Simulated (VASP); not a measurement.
H4RuCl, 6 atoms in the cell. The structure is cubic, space group F-43m (No. 216). Conventional cell: a = 6.876 Å, b = 6.876 Å, c = 6.876 Å, α = 90.00°, β = 90.00°, γ = 90.00°. Within 3.2 Å of H (site symmetry 3m) lie 6 H at 2.43 Å and 3 Ru at 2.85 Å and 3 Cl at 2.85 Å. Within 3.8 Å of Ru (site symmetry -43m) lie 12 H at 2.85 Å and 4 Cl at 2.98 Å. Within 3.8 Å of Cl (site symmetry -43m) lie 12 H at 2.85 Å and 4 Ru at 2.98 Å. 

- Program: VASP 6.6.1
- Task: single point
- Functional: PBE
- Potentials or basis: VASP PAW PBE potentials, release 64 (H, Ru_pv, Cl)
- Cutoff: 520 eV
- k mesh: 4 × 4 × 4
- Occupations: gaussian, width 0.1 eV
- Spin: collinear spin, ferromagnetic start
- Starting moments: [0.0, 0.0, 0.0, 0.0, 1.0, 0.0] μB
- Dipole correction: no
- Further INCAR settings: ALGO = Normal; EDIFF = 1e-06; NBANDS = 26

Potentials or basis: VASP PAW PBE potentials, release 64 (H, Ru_pv, Cl).

Launch:

```bash
$ cat potpaw_PBE.64/H/POTCAR potpaw_PBE.64/Ru_pv/POTCAR potpaw_PBE.64/Cl/POTCAR > POTCAR
$ mpirun -np 1 vasp_std > vasp.out
```

Hardware: 1 thread of AMD EPYC 9R45 96-Core Processor (Zen 5), with other jobs on the host.

Question: How long does it take, and how much memory?

Answer: Run time: 29 s on 1 thread of AMD EPYC 9R45 96-Core Processor (Zen 5), with other jobs on the host, peak memory 0.22 GiB. Counts: scf iterations 21, k points 8.
